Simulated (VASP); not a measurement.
# Au (P6_3/mmc) in VASP: a series of runs

Au is run at these levels: PBEsol; tasks: single point.

Program: VASP 6.6.1. These are calculated values, not measurements. Logs are shortened: lines on timing, memory, paths and dates and some standing lists are left out, and cuts for length are marked.

## (1) The cell of the first run

The structure is hexagonal, space group P6_3/mmc (No. 194). The conventional cell has a = 2.852 Å, b = 2.852 Å, c = 4.761 Å, α = 90.00°, β = 90.00°, γ = 120.00°. Within 3.8 Å of Au (site symmetry -6m2) lie 12 Au at 2.85 to 2.89 Å.

This isn't the form of Au at room conditions, which is fcc.

## (2) Single point, PBEsol

File INCAR:

```
PREC = Accurate
ENCUT = 500
EDIFF = 1E-6
ISMEAR = -1
SIGMA = 0.1
LREAL = F
LASPH = T
NELM = 120
ALGO = Normal
ISIF = 2
LWAVE = F
LCHARG = T
GGA = PS
LELF = T
LVHAR = T
NBANDS = 18
GGA_COMPAT = F
```

File KPOINTS:

```
Automatic mesh
0
Gamma
  9 9 5
```

File POSCAR:

```
Au
1.0
    2.8515909523      0.0000000000      0.0000000000
   -1.4257954761      2.4695502059      0.0000000000
    0.0000000000      0.0000000000      4.7613153475
Au
2
Direct
    0.3333333333      0.6666666667      0.2500000000
    0.6666666667      0.3333333333      0.7500000000
```

Potentials or basis: VASP PAW PBE potentials, release 64 (Au).

Launch:

```
cat potpaw_PBE.64/Au/POTCAR > POTCAR
mpirun -np 1 vasp_std > vasp.out
```

OUTCAR:

```text
PREC = Accurate
   ENCUT = 500
   EDIFF = 1E-6
   ISMEAR = -1
   LREAL = F
   LASPH = T
   NELM = 120
   ISIF = 2
   GGA = PS

 ion  position               nearest neighbor table
   1  0.333  0.667  0.250-   2 2.89   2 2.89   2 2.89   2 2.89   2 2.89   2 2.89
   2  0.667  0.333  0.750-   1 2.89   1 2.89   1 2.89   1 2.89   1 2.89   1 2.89

  LATTYP: Found a hexagonal cell.
 ALAT       =     2.8515909523
 C/A-ratio  =     1.6697048866

  Lattice vectors:

 A1 = (   2.8515909523,   0.0000000000,   0.0000000000)
 A2 = (  -1.4257954761,   2.4695502059,   0.0000000000)
 A3 = (   0.0000000000,   0.0000000000,   4.7613153475)

Analysis of symmetry for initial positions (statically):
=====================================================================
 Subroutine PRICEL returns:
 Original cell was already a primitive cell.

 Routine SETGRP: Setting up the symmetry group for a
 hexagonal supercell.

 Subroutine GETGRP returns: Found 24 space group operations
 (whereof 12 operations were pure point group operations)
 out of a pool of 24 trial point group operations.

The static configuration has the point symmetry D_3d.
 The point group associated with its full space group is D_6h.

Analysis of symmetry for dynamics (positions and initial velocities):
=====================================================================
 Subroutine PRICEL returns:
 Original cell was already a primitive cell.

 Routine SETGRP: Setting up the symmetry group for a
 hexagonal supercell.

 Subroutine GETGRP returns: Found 24 space group operations
 (whereof 12 operations were pure point group operations)
 out of a pool of 24 trial point group operations.

The dynamic configuration has the point symmetry D_3d.
 The point group associated with its full space group is D_6h.

 Subroutine INISYM returns: Found 24 space group operations
 (whereof 12 operations are pure point group operations),
 and found     1 'primitive' translations

----------------------------------------------------------------------------------------

                                     Primitive cell

  volume of cell :      33.5299

  direct lattice vectors                    reciprocal lattice vectors
     2.851590952  0.000000000  0.000000000     0.350681432  0.202466019  0.000000000
    -1.425795476  2.469550206  0.000000000     0.000000000  0.404932039  0.000000000
     0.000000000  0.000000000  4.761315348     0.000000000  0.000000000  0.210025996

  length of vectors
     2.851590952  2.851590952  4.761315348     0.404932039  0.404932039  0.210025996

  position of ions in fractional coordinates (direct lattice)
     0.333333333  0.666666667  0.250000000
     0.666666667  0.333333333  0.750000000

  ion indices of the primitive-cell ions
   primitive index   ion index
                 1           1
                 2           2

----------------------------------------------------------------------------------------

 KPOINTS: Automatic mesh

Automatic generation of k-mesh.
 Grid dimensions read from file:
 generate k-points for:    9    9    5

 Generating k-lattice:

  Cartesian coordinates                     Fractional coordinates (reciprocal lattice)
     0.038964604  0.022496224  0.000000000     0.111111111 -0.000000000  0.000000000
     0.000000000  0.044992449  0.000000000     0.000000000  0.111111111  0.000000000
     0.000000000  0.000000000  0.042005199     0.000000000  0.000000000  0.200000000

  Length of vectors
     0.044992449  0.044992449  0.042005199

  Shift w.r.t. Gamma in fractional coordinates (k-lattice)
     0.000000000  0.000000000  0.000000000

 Subroutine IBZKPT returns following result:
 ===========================================

 Found     36 irreducible k-points:

 Following reciprocal coordinates:
            Coordinates               Weight
  0.000000  0.000000  0.000000      1.000000
  0.111111 -0.000000  0.000000      6.000000
  0.222222 -0.000000  0.000000      6.000000
  0.333333 -0.000000  0.000000      6.000000
  0.444444 -0.000000  0.000000      6.000000
  0.111111  0.111111  0.000000      6.000000
[... 16 lines left out ...]
  0.333333  0.222222  0.200000     24.000000
  0.333333  0.333333  0.200000      4.000000
 [... further k-points ...]
   k-points           NKPTS =     36   k-points in BZ     NKDIM =     36   number of bands    NBANDS=     18
   number of dos      NEDOS =    301   number of ions     NIONS =      2
   total plane-waves  NPLWV =  20736
   dimension x,y,z NGX =    24 NGY =   24 NGZ =   36
   dimension x,y,z NGXF=    48 NGYF=   48 NGZF=   72
   ions per type =               2
   NGX,Y,Z   is equivalent  to a cutoff of  13.99, 13.99, 12.57 a.u.
   NGXF,Y,Z  is equivalent  to a cutoff of  27.98, 27.98, 25.14 a.u.
 SYSTEM =  unknown system
   PREC   = accura    normal or accurate (medium, high low for compatibility)
   ISTART =      0    job   : 0-new  1-cont  2-samecut
   ICHARG =      2    charge: 1-file 2-atom 10-const
   ISPIN  =      1    spin polarized calculation?
   LNONCOLLINEAR =      F non collinear calculations
   LSORBIT =      F    spin-orbit coupling
   LASPH  =      T    aspherical Exc in radial PAW
   ENCUT  =  500.0 eV  36.75 Ry    6.06 a.u.   5.20  5.20  8.68*2*pi/ulx,y,z
   NELM   =    120;   NELMIN=  2; NELMDL= -5     # of ELM steps
   EDIFF  = 0.1E-05   stopping-criterion for ELM
   LREAL  =      F    real-space projection
   EDIFFG = 0.1E-04   stopping-criterion for IOM
   NSW    =      0    number of steps for IOM
   IBRION =     -1    ionic relax: 0-MD 1-quasi-New 2-CG
   NFREE  =      0    steps in history (QN), initial steepest desc. (CG)
   ISIF   =      2    stress and relaxation
   ISYM   =      2    0-nonsym 1-usesym 2-fastsym
   POTIM  = 0.5000    time-step for ionic-motion
   TEBEG  =    0.0;   TEEND  =   0.0 temperature during run
   PSTRESS=    0.0 pullay stress
   NELECT =      22.0000    total number of electrons
   NUPDOWN=      -1.0000    fix difference up-down
   EMIN   =  10.00;   EMAX   =-10.00  energy-range for DOS
   EFERMI =   0.00;   METHOD = LEGACY
   ISMEAR =    -1;   SIGMA  =   0.10  broadening in eV -4-tet -1-fermi 0-gaus
   EFERMI_NEDOS =   21; number of points for ismear=-14 and -15
   IALGO  =     38    algorithm
   IMIX   =      4    mixing-type and parameters
     AMIX     =   0.40;   BMIX     =  1.00
     AMIX_MAG =   1.60;   BMIX_MAG =  1.00
  volume/ion in A,a.u.               =      16.76       113.14
  Fermi-wavevector in a.u.,A,eV,Ry     =   1.422564  2.688256 27.533939  2.023687
  Thomas-Fermi vector in A             =   2.543254
   LORBIT       =      0    0 simple, 1 ext, 2 COOP (PROOUT), +10 PAW based schemes
   GGA     = PS    functional components
   LHFCALC =     F    Hartree Fock is set to
   AEXX    =    0.0000 exact exchange contribution
   IVDW    =     0    specifies the selected vdW correction
   LEPSILON=     F    determine dielectric tensor
   LRPA    =     F    only Hartree local field effects (RPA)
 non-spin polarized calculation
  energy-cutoff  :      500.00
  volume of cell :       33.53
 maximum number of plane-waves:       869
 NGX is ok and might be reduce to    24
   NGX = 11   NGY = 11   NGZ = 17

 number of electron      22.0000001 magnetization

 Free energy of the ion-electron system (eV)
  ---------------------------------------------------
  ext. energy  EPLUGINS =         0.00000000
  ---------------------------------------------------
  free energy    TOTEN  =        -7.88364730 eV

  energy without entropy =       -7.87651530  energy(sigma->0) =       -7.88008130

 E-fermi :   9.5891     XC(G=0): -12.9808

 val. band max:        9.4756028051   @ k =   0.1111   0.1111   0.2000
 cond. band min:       9.7916515195   @ k =   0.2222  -0.0000   0.2000
 fundamental gap:      0.3160487144
 Fermi energy:         9.5891455753

 k-point     1 :       0.0000    0.0000    0.0000
  band No.  band energies     occupation
      1      -0.5433      2.00000
      2       1.9980      2.00000
      3       4.6350      2.00000
      4       4.8990      2.00000
      5       4.8990      2.00000
      6       5.2313      2.00000
[... 10 lines left out ...]
     17      28.1144      0.00000
     18      28.1144      0.00000

 k-point     2 :       0.1111   -0.0000    0.0000
  band No.  band energies     occupation
      1      -0.1520      2.00000
      2       2.3148      2.00000
      3       4.4662      2.00000
      4       5.0061      2.00000
      5       5.1434      2.00000
      6       5.1653      2.00000
[... 10 lines left out ...]
     17      26.3971      0.00000
     18      27.5447      0.00000

 k-point     3 :       0.2222   -0.0000    0.0000
  band No.  band energies     occupation
      1       0.8994      2.00000
      2       2.9114      2.00000
      3       4.2911      2.00000
      4       4.4830      2.00000
      5       4.7665      2.00000
      6       5.4185      2.00000
[... 10 lines left out ...]
     17      26.3565      0.00000
     18      26.7837      0.00000

 k-point     4 :       0.3333   -0.0000    0.0000
  band No.  band energies     occupation
      1       2.0554      2.00000
      2       2.8462      2.00000
      3       3.5929      2.00000
      4       4.7006      2.00000
      5       5.0273      2.00000
      6       5.0963      2.00000
[... 375 lines left out ...]
      4       3.9902      2.00000
      5       4.8590      2.00000
      6       5.0199      2.00000
[... 10 lines left out ...]
     17      22.4107      0.00000
     18      25.5387      0.00000

 k-point    23 :       0.3333    0.2222    0.2000
  band No.  band energies     occupation
      1       3.0111      2.00000
      2       3.5185      2.00000
      3       3.7273      2.00000
      4       4.0802      2.00000
      5       4.6378      2.00000
      6       5.2830      2.00000
[... 10 lines left out ...]
     17      21.5706      0.00000
     18      23.3867      0.00000

 k-point    24 :       0.3333    0.3333    0.2000
  band No.  band energies     occupation
      1       3.3949      2.00000
      2       3.6497      2.00000
      3       3.6497      2.00000
      4       4.3351      2.00000
      5       4.7729      2.00000
      6       4.7729      2.00000
[... 10 lines left out ...]
     17      22.7873      0.00000
     18      22.7873      0.00000

 [... further k-points ...]

------------------------ aborting loop because EDIFF is reached ----------------------------------------

  FORCE on cell =-STRESS in cart. coord.  units (eV):
  Direction    XX          YY          ZZ          XY          YZ          ZX
  --------------------------------------------------------------------------------------
  -------------------------------------------------------------------------------------
  Total        0.5273907      0.5273907      0.5046598      0.0000000      0.0000000      0.0000000
  in kB       25.2006094     25.2006094     24.1144429      0.0000000      0.0000000      0.0000000
  external PRESSURE =      24.8385539 kB  Pullay stress =       0.0000000 kB

 VOLUME and BASIS-vectors are now :
 -----------------------------------------------------------------------------
  energy-cutoff  :      500.00
  volume of cell :       33.53
      direct lattice vectors                 reciprocal lattice vectors
     2.851590952  0.000000000  0.000000000     0.350681432  0.202466019  0.000000000
    -1.425795476  2.469550206  0.000000000     0.000000000  0.404932039  0.000000000
     0.000000000  0.000000000  4.761315348     0.000000000  0.000000000  0.210025996

 POSITION                                       TOTAL-FORCE (eV/Angst)
 -----------------------------------------------------------------------------------
     -0.00000      1.64637      1.19033         0.000000     -0.000000      0.000000
      1.42580      0.82318      3.57099        -0.000000      0.000000      0.000000
 -----------------------------------------------------------------------------------
    total drift:                               -0.000000      0.000000     -0.000000

  FREE ENERGIE OF THE ION-ELECTRON SYSTEM (eV)
  ---------------------------------------------------
  free  energy   TOTEN  =        -7.8836473026 eV

  energy  without entropy=       -7.8765152978  energy(sigma->0) =       -7.88008130
```

It took 14 s on 1 thread of Intel Xeon Platinum 8259CL at 2.50GHz (Skylake/Cascade Lake), shared host; peak memory 0.16 GiB.

What came out:

```yaml
Free_energy: -7.8836 eV
Pressure: 2.5 GPa
Band_gap_on_the_k_mesh: zero (bands 11 and 12 overlap by 6.16 eV)
```

Stress tensor (GPa, compression positive):
```
2.52 0.00 0.00
0.00 2.52 0.00
0.00 0.00 2.41
```

Caveat: the PAW data sets were made with another functional, which shifts forces and pressure a little; spin-orbit coupling is left out, which moves the levels of the heavy elements.

(Part 1 of 2 ends here.)
